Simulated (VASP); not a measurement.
Ti: relaxation of cell and atoms with PBEsol

Crystal: Ti.

```
Ti
1.0
    -1.64100    1.64100    1.64100
     1.64100   -1.64100    1.64100
     1.64100    1.64100   -1.64100
Ti
1
Direct
  0.00000 0.00000 0.00000
```

- Program: VASP 6.6.1
- Task: relaxation of cell and atoms
- Functional: PBEsol
- Potentials or basis: VASP PAW PBE potentials, release 64 (Ti_sv)
- Cutoff: 600 eV
- k mesh: 11 × 11 × 11
- Occupations: fermi-dirac, width 0.05 eV
- Spin: no spin polarisation
- Target pressure: 30 GPa
- Dipole correction: no
- Further INCAR settings: ALGO = Normal; EDIFF = 1e-06; IBRION = 2; EDIFFG = -0.01; NSW = 60; ISIF = 3

| Property | Result |
| --- | --- |
| Relaxed volume | 13.54 Å³/atom |
| Relaxed cell | a = 2.600 Å, b = 2.600 Å, c = 2.600 Å, α = 109.47°, β = 109.47°, γ = 109.47° |
| Space group after relaxing (to 0.05 Å) | Im-3m (No. 229) |
| Energy change on relaxing (the enthalpy is what falls) | +215.8 meV/atom |
| Ionic steps | 5 |
| Pressure after relaxing | 30.1 GPa |
| Band gap on the k mesh | zero (band 6 reaches 11.98 eV, above the bottom of band 7 at 9.95 eV) |

Step by step:
```
step  energy change (eV)  largest force (eV/Å)  pressure (GPa)  volume (Å³)
   1              0.0000                0.0000           -6.91        17.68
   2              2.3978                0.0000          159.26         9.17
   3              0.1533                0.0000           25.29        13.90
   4              0.2005                0.0000           28.88        13.62
   5              0.2158                0.0000           30.05        13.54
```

Final structure:
```xyz
1
Lattice="-1.5013 1.5013 1.5013 1.5013 -1.5013 1.5013 1.5013 1.5013 -1.5013" Properties=species:S:1:pos:R:3 pbc="T T T"
Ti    0.0000    0.0000    0.0000
```

Levels at points of the mesh, in eV from the Fermi level:
```tsv
k point	band 2	band 3	band 4	band 5	band 6	band 7	band 8	band 9	band 10
(0.00, 0.00, 0.00)	-31.38	-31.38	-31.38	-6.35	1.19	1.19	1.19	3.58	3.58
```

It took 17 s on 1 thread of Intel(R) Xeon(R) 6975P-C (Granite Rapids), on a shared host, peak memory 0.16 GiB.

Caveat: the cell is relaxed towards a set pressure, so the enthalpy falls and the energy may rise; the volume moved by over 15 % at a fixed basis, so the end points are rough; the PAW data sets were made with another functional, which shifts forces and pressure a little.
